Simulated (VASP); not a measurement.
Wanted: the native input for a VASP 6.6.1 run.

```yaml
Task: relaxation of cell and atoms
Functional: revPBE
Dispersion: D4
Potentials_or_basis: VASP PAW PBE potentials, release 64 (Ni)
Cutoff: 600 eV
k_mesh: 13 × 13 × 13
Occupations: fermi-dirac, width 0.05 eV
Spin: collinear spin, ferromagnetic start
Starting_moments: "[1.0] μB"
Dipole_correction: no
Further_INCAR_settings: ALGO = Normal; EDIFF = 1e-06; IBRION = 2; EDIFFG = -0.02; NSW = 80; ISIF = 3
```

The structure of Ni lies in POSCAR:

```
Ni
1.0
    0.0000000000      1.7375729330      1.7375729330
    1.7375729330      0.0000000000      1.7375729330
    1.7375729330      1.7375729330      0.0000000000
Ni
1
Direct
    0.0000000000      0.0000000000      0.0000000000
```

The input as run:

INCAR

```
SYSTEM = Ni
ALGO = Normal
EDIFF = 1E-6
EDIFFG = -0.02
ENCUT = 600
GGA = RE
IBRION = 2
ISIF = 3
ISMEAR = -1
ISPIN = 2
IVDW = 13
LASPH = .True.
LCHARG = .False.
LMAXMIX = 4
LORBIT = 11
LREAL = .False.
LWAVE = .False.
MAGMOM = 1
NELM = 150
NSW = 80
PREC = Accurate
SIGMA = 0.05
```

KPOINTS

```
k-points
0
Gamma
  13 13 13
  0 0 0
```

Potentials or basis: VASP PAW PBE potentials, release 64 (Ni).

The run is started by

```bash
$ cat potpaw_PBE.64/Ni/POTCAR > POTCAR
$ mpirun -np 1 vasp_std > vasp.out
```

Results of the run:

```json
{"Pressure after relaxing": "0.1 GPa", "Net moment": "0.62 μB per cell", "Site moments": "Ni +0.63 μB", "Valence electrons inside the program's atomic spheres": "Ni 9.37", "Dispersion energy per atom": "-0.816 eV"}
```

Caveat: the relaxation stopped at its first step, so nothing moved; the PAW data sets were made with another functional, which shifts forces and pressure a little.

Run time: 9.8 s on 1 thread of Intel(R) Xeon(R) 6975P-C (Granite Rapids), on a shared host, peak memory 0.14 GiB.
